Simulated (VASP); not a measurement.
Here is a VASP 6.6.1 calculation.

INCAR

```
SYSTEM = DyW2
PREC = Accurate
ENCUT = 520
EDIFF = 1E-6
ISMEAR = -1
SIGMA = 0.1
LREAL = .FALSE.
LASPH = .TRUE.
NELM = 150
ALGO = Normal
ISIF = 2
LWAVE = .FALSE.
LCHARG = .TRUE.
ISPIN = 2
MAGMOM = 4.7 0 0
LORBIT = 11
LMAXMIX = 6
GGA = CA
LELF = .TRUE.
LVHAR = .TRUE.
NBANDS = 35
```

File KPOINTS:

```
regular mesh
0
G
  5 5 4
  0 0 0
```

The input POSCAR:

```
DyW2
1.0
    3.9105740500      0.0000000000      0.0000000000
   -1.9552870200      3.3866582800      0.0000000000
    0.0000000000      0.0000000000      4.9215676100
Dy W
1 2
Direct
    0.0000000000      0.0000000000      0.0000000000
    0.3333000000      0.6667000000      0.4060000000
    0.6667000000      0.3333000000      0.5940000000
```

Potentials or basis: VASP PAW PBE potentials, release 64 (Dy, W_sv).

Command:

```bash
$ cat potpaw_PBE.64/Dy/POTCAR potpaw_PBE.64/W_sv/POTCAR > POTCAR
$ mpirun -np 1 vasp_std > vasp.out
```

Q: What does it give for the net moment?

A: 4.69 μB per cell.

Q: Estimate the largest force.

A: 0.607 eV/Å.

Q: Predict the pressure.

A: 0.5 GPa.

Q: Estimate the site moments.

A: Dy +4.62; W +0.00 μB.

Forces in eV/Å, atoms in the order of the input:
```
Dy   0.000  0.000  0.000
W    0.006 -0.004 -0.606
W   -0.006  0.004  0.606
```

Caveat: the k points lie up to 0.37 Å⁻¹ apart; the magnetic or orbital state may not be the lowest; the PAW data sets were made with another functional, which shifts forces and pressure a little. The state reached can hang on the start; a lower one may exist.
